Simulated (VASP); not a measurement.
# TiO2 (P4_2/mnm) in VASP: a series of runs, part 2 of 3

VASP 6.6.1. Earlier steps stand in the parts before.

## (3) Single point, LDA (8.45 Å³/atom)

File INCAR:

```
  ALGO = Normal
  EDIFF = 1E-6
  ENCUT = 520
  ISIF = 2
  ISMEAR = 0
  LASPH = True
  LCHARG = False
  LREAL = False
  LWAVE = False
  NBANDS = 33
  NELM = 80
  PREC = Accurate
  SIGMA = 0.05
```

File KPOINTS:

```
k-points
0
Gamma
  8 8 10
```

File POSCAR:

```
TiO2
1.0
    4.4088878615      0.0000000000      0.0000000000
    0.0000000000      4.4088878615      0.0000000000
    0.0000000000      0.0000000000      2.6091798365
Ti O
2 4
Direct
    0.0000000000      0.0000000000      0.0000000000
    0.5000000000      0.5000000000      0.5000000000
    0.3039457556      0.3039457556      0.0000000000
    0.1960542444      0.8039457556      0.5000000000
    0.6960542444      0.6960542444      0.0000000000
    0.8039457556      0.1960542444      0.5000000000
```

Potentials or basis: VASP PAW LDA potentials, release 64 (Ti_sv, O).

Run with:

```console
$ cat potpaw_LDA.64/Ti_sv/POTCAR potpaw_LDA.64/O/POTCAR > POTCAR
$ mpirun -np 1 vasp_std > vasp.out
```

OUTCAR:

```text
EDIFF = 1E-6
   ENCUT = 520
   ISIF = 2
   ISMEAR = 0
   LASPH = True
   LREAL = False
   NELM = 80
   PREC = Accurate

 ion  position               nearest neighbor table
   1  0.000  0.000  0.000-   4 1.79   6 1.79   4 1.79   6 1.79   5 1.90   3 1.90
   2  0.500  0.500  0.500-   3 1.79   5 1.79   3 1.79   5 1.79   4 1.90   6 1.90
   3  0.304  0.304  0.000-   2 1.79   2 1.79   1 1.90
   4  0.196  0.804  0.500-   1 1.79   1 1.79   2 1.90
   5  0.696  0.696  0.000-   2 1.79   2 1.79   1 1.90
   6  0.804  0.196  0.500-   1 1.79   1 1.79   2 1.90

  LATTYP: Found a simple tetragonal cell.
[... 1072 lines left out ...]
  -------------------------------------------------------------------------------------
  Total       17.8574818     17.8574818     36.1110441      0.0000000      0.0000000      0.0000000
  in kB      564.1163409    564.1163409   1140.7448272      0.0000000      0.0000000      0.0000000
  external PRESSURE =     756.3258363 kB  Pullay stress =       0.0000000 kB

 VOLUME and BASIS-vectors are now :
 -----------------------------------------------------------------------------
  energy-cutoff  :      520.00
  volume of cell :       50.72
      direct lattice vectors                 reciprocal lattice vectors
     4.408887862  0.000000000  0.000000000     0.226814569  0.000000000  0.000000000
     0.000000000  4.408887862  0.000000000     0.000000000  0.226814569  0.000000000
     0.000000000  0.000000000  2.609179837     0.000000000  0.000000000  0.383262198

 POSITION                                       TOTAL-FORCE (eV/Angst)
 -----------------------------------------------------------------------------------
      0.00000      0.00000      0.00000        -0.000000      0.000000      0.000000
      2.20444      2.20444      1.30459        -0.000000      0.000000      0.000000
      1.34006      1.34006      0.00000        -1.550306     -1.550306     -0.000000
      0.86438      3.54451      1.30459         1.550306     -1.550306      0.000000
      3.06883      3.06883      0.00000         1.550306      1.550306      0.000000
      3.54451      0.86438      1.30459        -1.550306      1.550306      0.000000
 -----------------------------------------------------------------------------------
    total drift:                                0.000000      0.000000      0.000000

  FREE ENERGIE OF THE ION-ELECTRON SYSTEM (eV)
  ---------------------------------------------------
  free  energy   TOTEN  =       -56.3251636702 eV

  energy  without entropy=      -56.3251636702  energy(sigma->0) =      -56.32516367
```

Run time: 96 s. Hardware: 1 thread of AMD EPYC 9R45 (Zen 5), shared host; peak memory 0.2 GiB.

What came out:

```
Free energy            : -56.3252 eV
Pressure               : 75.6 GPa
Largest force          : 2.192 eV/Å
Band gap on the k mesh : 2.33 eV (least direct gap 2.39 eV)
```

Forces in eV/Å, atoms in the order of the input:
```
Ti   0.000  0.000  0.000
Ti   0.000  0.000  0.000
O   -1.550 -1.550  0.000
O    1.550 -1.550  0.000
O    1.550  1.550  0.000
O   -1.550  1.550  0.000
```

Stress tensor (GPa, compression positive):
```
 56.41   0.00   0.00
  0.00  56.41   0.00
  0.00   0.00 114.07
```

Levels at points of the mesh, in eV from the valence-band top:
```
           k point  band 21  band 22  band 23  band 24  band 25  band 26  band 27  band 28
(0.00, 0.00, 0.00)    -0.36    -0.36    -0.07    -0.07     2.33     2.62     3.68     3.82
(0.50, 0.00, 0.00)    -0.99    -0.99    -0.81    -0.81     3.32     3.32     4.44     4.44
(0.50, 0.50, 0.00)    -0.99    -0.99    -0.60    -0.60     2.34     2.34     3.84     3.84
(0.00, 0.00, 0.50)    -2.76    -2.76    -1.38    -1.38     3.96     3.96     4.85     4.85
(0.50, 0.00, 0.50)    -2.09    -2.09    -1.10    -1.10     2.47     2.47     5.21     5.21
(0.50, 0.50, 0.50)    -1.44    -1.44    -0.53    -0.53     3.45     3.45     4.18     4.18
```

Caveat: the cell stands under pressure; forces of over 1 eV/Å act on the atoms, so gaps and moduli don't describe the material at rest.

## (4) Single point, LDA (8.45 Å³/atom)

File INCAR:

```
PREC = Accurate
ENCUT = 520
EDIFF = 1E-6
ISMEAR = 0
SIGMA = 0.05
LREAL = False
LASPH = True
NELM = 80
ALGO = Normal
ISIF = 2
LWAVE = False
LCHARG = True
GGA = CA
LELF = True
LVHAR = True
NBANDS = 33
```

File KPOINTS:

```
regular mesh
0
Gamma
  8 8 10
```

Edit POSCAR of step 3 so:

```diff
@@ -2,5 +2,5 @@
 1.0
-    4.4088878615      0.0000000000      0.0000000000
-    0.0000000000      4.4088878615      0.0000000000
-    0.0000000000      0.0000000000      2.6091798365
+    4.1788723477      0.0000000000      0.0000000000
+    0.0000000000      4.1788723477      0.0000000000
+    0.0000000000      0.0000000000      2.9043162817
 Ti O
```

Potentials or basis: VASP PAW LDA potentials, release 64 (Ti_sv, O).

Run with:

```console
$ cat potpaw_LDA.64/Ti_sv/POTCAR potpaw_LDA.64/O/POTCAR > POTCAR
$ mpirun -np 1 vasp_std > vasp.out
```

OUTCAR:

```text
PREC = Accurate
   ENCUT = 520
   EDIFF = 1E-6
   ISMEAR = 0
   LREAL = False
   LASPH = True
   NELM = 80
   ISIF = 2
   GGA = CA

 ion  position               nearest neighbor table
   1  0.000  0.000  0.000-   3 1.80   5 1.80   4 1.86   6 1.86   4 1.86   6 1.86
   2  0.500  0.500  0.500-   4 1.80   6 1.80   5 1.86   3 1.86   3 1.86   5 1.86
   3  0.304  0.304  0.000-   1 1.80   2 1.86   2 1.86
   4  0.196  0.804  0.500-   2 1.80   1 1.86   1 1.86
   5  0.696  0.696  0.000-   1 1.80   2 1.86   2 1.86
   6  0.804  0.196  0.500-   2 1.80   1 1.86   1 1.86

  LATTYP: Found a simple tetragonal cell.
 ALAT       =     4.1788723477
 C/A-ratio  =     0.6950000000

  Lattice vectors:

 A1 = (   4.1788723477,   0.0000000000,   0.0000000000)
 A2 = (   0.0000000000,   4.1788723477,   0.0000000000)
 A3 = (   0.0000000000,   0.0000000000,   2.9043162817)

Analysis of symmetry for initial positions (statically):
=====================================================================
 Subroutine PRICEL returns:
 Original cell was already a primitive cell.

 Routine SETGRP: Setting up the symmetry group for a
 simple tetragonal supercell.

 Subroutine GETGRP returns: Found 16 space group operations
 (whereof  8 operations were pure point group operations)
 out of a pool of 16 trial point group operations.

The static configuration has the point symmetry D_2h.
 The point group associated with its full space group is D_4h.

Analysis of symmetry for dynamics (positions and initial velocities):
=====================================================================
 Subroutine PRICEL returns:
 Original cell was already a primitive cell.

 Routine SETGRP: Setting up the symmetry group for a
 simple tetragonal supercell.

 Subroutine GETGRP returns: Found 16 space group operations
 (whereof  8 operations were pure point group operations)
 out of a pool of 16 trial point group operations.

The dynamic configuration has the point symmetry D_2h.
 The point group associated with its full space group is D_4h.

 Subroutine INISYM returns: Found 16 space group operations
 (whereof  8 operations are pure point group operations),
 and found     1 'primitive' translations

----------------------------------------------------------------------------------------

                                     Primitive cell

  volume of cell :      50.7180

  direct lattice vectors                    reciprocal lattice vectors
     4.178872348  0.000000000  0.000000000     0.239299006  0.000000000  0.000000000
     0.000000000  4.178872348  0.000000000     0.000000000  0.239299006  0.000000000
     0.000000000  0.000000000  2.904316282     0.000000000  0.000000000  0.344315117

  length of vectors
     4.178872348  4.178872348  2.904316282     0.239299006  0.239299006  0.344315117

  position of ions in fractional coordinates (direct lattice)
     0.000000000  0.000000000  0.000000000
     0.500000000  0.500000000  0.500000000
     0.303945756  0.303945756  0.000000000
     0.196054244  0.803945756  0.500000000
     0.696054244  0.696054244  0.000000000
     0.803945756  0.196054244  0.500000000

  ion indices of the primitive-cell ions
   primitive index   ion index
[... 35 lines left out ...]
  0.000000  0.000000  0.000000      1.000000
  0.125000  0.000000  0.000000      4.000000
  0.250000  0.000000  0.000000      4.000000
  0.375000  0.000000  0.000000      4.000000
  0.500000  0.000000  0.000000      2.000000
  0.125000  0.125000  0.000000      4.000000
[... 16 lines left out ...]
  0.375000  0.125000  0.100000     16.000000
  0.500000  0.125000  0.100000      8.000000
 [... further k-points ...]
   k-points           NKPTS =     90   k-points in BZ     NKDIM =     90   number of bands    NBANDS=     33
   number of dos      NEDOS =    301   number of ions     NIONS =      6
   total plane-waves  NPLWV =  24576
   dimension x,y,z NGX =    32 NGY =   32 NGZ =   24
   dimension x,y,z NGXF=    64 NGYF=   64 NGZF=   48
   ions per type =               2   4
   NGX,Y,Z   is equivalent  to a cutoff of  12.73, 12.73, 13.74 a.u.
   NGXF,Y,Z  is equivalent  to a cutoff of  25.46, 25.46, 27.48 a.u.
 SYSTEM =  unknown system
   PREC   = accura    normal or accurate (medium, high low for compatibility)
   ISTART =      0    job   : 0-new  1-cont  2-samecut
   ICHARG =      2    charge: 1-file 2-atom 10-const
   ISPIN  =      1    spin polarized calculation?
   LNONCOLLINEAR =      F non collinear calculations
   LSORBIT =      F    spin-orbit coupling
   LASPH  =      T    aspherical Exc in radial PAW
   ENCUT  =  520.0 eV  38.22 Ry    6.18 a.u.   7.77  7.77  5.40*2*pi/ulx,y,z
   NELM   =     80;   NELMIN=  2; NELMDL= -5     # of ELM steps
   EDIFF  = 0.1E-05   stopping-criterion for ELM
   LREAL  =      F    real-space projection
   EDIFFG = 0.1E-04   stopping-criterion for IOM
   NSW    =      0    number of steps for IOM
   IBRION =     -1    ionic relax: 0-MD 1-quasi-New 2-CG
   NFREE  =      0    steps in history (QN), initial steepest desc. (CG)
   ISIF   =      2    stress and relaxation
   ISYM   =      2    0-nonsym 1-usesym 2-fastsym
   POTIM  = 0.5000    time-step for ionic-motion
   TEBEG  =    0.0;   TEEND  =   0.0 temperature during run
   PSTRESS=    0.0 pullay stress
   NELECT =      48.0000    total number of electrons
   NUPDOWN=      -1.0000    fix difference up-down
   EMIN   =  10.00;   EMAX   =-10.00  energy-range for DOS
   EFERMI =   0.00;   METHOD = LEGACY
   ISMEAR =     0;   SIGMA  =   0.05  broadening in eV -4-tet -1-fermi 0-gaus
   EFERMI_NEDOS =   21; number of points for ismear=-14 and -15
   IALGO  =     38    algorithm
   IMIX   =      4    mixing-type and parameters
     AMIX     =   0.40;   BMIX     =  1.00
     AMIX_MAG =   1.60;   BMIX_MAG =  1.00
  volume/ion in A,a.u.               =       8.45        57.04
  Fermi-wavevector in a.u.,A,eV,Ry     =   1.607316  3.037386 35.150161  2.583464
  Thomas-Fermi vector in A             =   2.703364
   LORBIT       =      0    0 simple, 1 ext, 2 COOP (PROOUT), +10 PAW based schemes
   GGA     = CA    functional components
   LHFCALC =     F    Hartree Fock is set to
   AEXX    =    0.0000 exact exchange contribution
   IVDW    =     0    specifies the selected vdW correction
   LEPSILON=     F    determine dielectric tensor
   LRPA    =     F    only Hartree local field effects (RPA)
 non-spin polarized calculation
 Gauss-broadening in eV      SIGMA  =   0.05
  energy-cutoff  :      520.00
  volume of cell :       50.72
 maximum number of plane-waves:      1395
 NGX is ok and might be reduce to    32
   NGX = 15   NGY = 15   NGZ = 11

 number of electron      47.9999976 magnetization

 Free energy of the ion-electron system (eV)
  ---------------------------------------------------
  ext. energy  EPLUGINS =         0.00000000
  ---------------------------------------------------
  free energy    TOTEN  =       -56.96041859 eV

  energy without entropy =      -56.96041859  energy(sigma->0) =      -56.96041859

 E-fermi :   7.3177     XC(G=0): -13.1440

 val. band max:        7.0605931536   @ k =   0.0000   0.0000   0.0000
 cond. band min:       9.2709112885   @ k =   0.0000   0.0000   0.0000
 fundamental gap:      2.2103181348
 Fermi energy:         7.3176525106

 k-point     1 :       0.0000    0.0000    0.0000
  band No.  band energies     occupation
      1     -48.5728      2.00000
      2     -48.5105      2.00000
      3     -25.5983      2.00000
      4     -25.5983      2.00000
      5     -25.1748      2.00000
      6     -25.1748      2.00000
[... 853 lines left out ...]
     32      14.5625      0.00000
     33      15.4452      0.00000

 [... further k-points ...]

------------------------ aborting loop because EDIFF is reached ----------------------------------------

  FORCE on cell =-STRESS in cart. coord.  units (eV):
  Direction    XX          YY          ZZ          XY          YZ          ZX
  --------------------------------------------------------------------------------------
  -------------------------------------------------------------------------------------
  Total       21.7044231     21.7044231     16.4630418      0.0000000      0.0000000      0.0000000
  in kB      685.6408885    685.6408885    520.0660978      0.0000000      0.0000000      0.0000000
  external PRESSURE =     630.4492916 kB  Pullay stress =       0.0000000 kB

 VOLUME and BASIS-vectors are now :
 -----------------------------------------------------------------------------
  energy-cutoff  :      520.00
  volume of cell :       50.72
      direct lattice vectors                 reciprocal lattice vectors
     4.178872348  0.000000000  0.000000000     0.239299006  0.000000000  0.000000000
     0.000000000  4.178872348  0.000000000     0.000000000  0.239299006  0.000000000
     0.000000000  0.000000000  2.904316282     0.000000000  0.000000000  0.344315117

 POSITION                                       TOTAL-FORCE (eV/Angst)
 -----------------------------------------------------------------------------------
      0.00000      0.00000      0.00000         0.000000      0.000000      0.000000
      2.08944      2.08944      1.45216         0.000000      0.000000      0.000000
      1.27015      1.27015      0.00000        -0.053998     -0.053998     -0.000000
      0.81929      3.35959      1.45216         0.053998     -0.053998     -0.000000
      2.90872      2.90872      0.00000         0.053998      0.053998      0.000000
      3.35959      0.81929      1.45216        -0.053998      0.053998      0.000000
 -----------------------------------------------------------------------------------
    total drift:                               -0.000000     -0.000000     -0.000000

  FREE ENERGIE OF THE ION-ELECTRON SYSTEM (eV)
  ---------------------------------------------------
  free  energy   TOTEN  =       -56.9604185858 eV

  energy  without entropy=      -56.9604185858  energy(sigma->0) =      -56.96041859
```

stdout:

```text
POSCAR found type information on POSCAR TiO
 POSCAR found :  2 types and       6 ions
 scaLAPACK will be used
 LDA part: xc-table for (Slater(with rela. corr.)+CA(PZ))
 , standard interpolation
 POSCAR, INCAR and KPOINTS ok, starting setup
 FFT: planning ... GRIDC
 FFT: planning ... GRID_SOFT
 FFT: planning ... GRID
 WAVECAR not read
 entering main loop
```

Wall time 90 s (1 thread of AMD EPYC 9R45 (Zen 5), shared host); peak memory 0.2 GiB.

Results:

```yaml
Free_energy: -56.9604 eV
Pressure: 63.0 GPa
Largest_force: 0.076 eV/Å
Band_gap_on_the_k_mesh: 2.21 eV
```

Forces on the atoms (eV/Å):
```
Ti   0.000  0.000  0.000
Ti   0.000  0.000  0.000
O   -0.054 -0.054  0.000
O    0.054 -0.054  0.000
O    0.054  0.054  0.000
O   -0.054  0.054  0.000
```

Caveat: the cell stands under pressure.

[end of part 2 of 3]
